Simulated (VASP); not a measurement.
Br:

```
CELL_PARAMETERS angstrom
-1.42349 1.42349 3.57752
1.42349 -1.42349 3.57752
1.42349 1.42349 -3.57752
ATOMIC_POSITIONS crystal
Br 0.00000 0.00000 0.00000
```

- Program: VASP 6.6.1
- Task: relaxation of cell and atoms
- Functional: RPBE
- Potentials or basis: VASP PAW PBE potentials, release 64 (Br)
- Cutoff: 600 eV
- k mesh: 13 × 13 × 13
- Occupations: fermi-dirac, width 0.05 eV
- Spin: no spin polarisation

At the start: pressure 3.3 GPa; volume 29.00 Å³/atom.

Question: How do energy, volume and symmetry change on relaxing?

Answer: Over 8 steps the energy falls by 86.5 meV/atom and the volume is 43.63 Å³/atom (+50.5 %); space group I4/mmm (No. 139, to 0.1 Å) before and after.

The path:
```tsv
step	energy change (eV)	largest force (eV/Å)	pressure (GPa)	volume (Å³)
1	0.0000	0.0000	3.28	29.00
2	-0.0280	0.0000	0.44	31.56
3	-0.0288	0.0000	-0.06	32.19
4	-0.0444	0.0000	-0.06	33.13
5	-0.0726	0.0000	0.12	35.91
6	-0.0824	0.0000	0.84	41.19
7	-0.0808	0.0000	-0.79	46.78
8	-0.0865	0.0000	0.00	43.63
```

Final structure:
```yaml
crystal:
  lattice:
    - [-1.45504, 1.45504, 5.15212]
    - [1.45504, -1.45504, 5.15212]
    - [1.45504, 1.45504, -5.15212]
  atoms:
    - { symbol: Br, position: [0.00000, 0.00000, 0.00000] }
```

Caveat: the volume moved by over 15 % at a fixed basis, so the end points are rough; the PAW data sets were made with another functional, which shifts forces and pressure a little; an odd number of electrons without spin polarisation forces a metal; a magnetic or distorted state may lie lower.
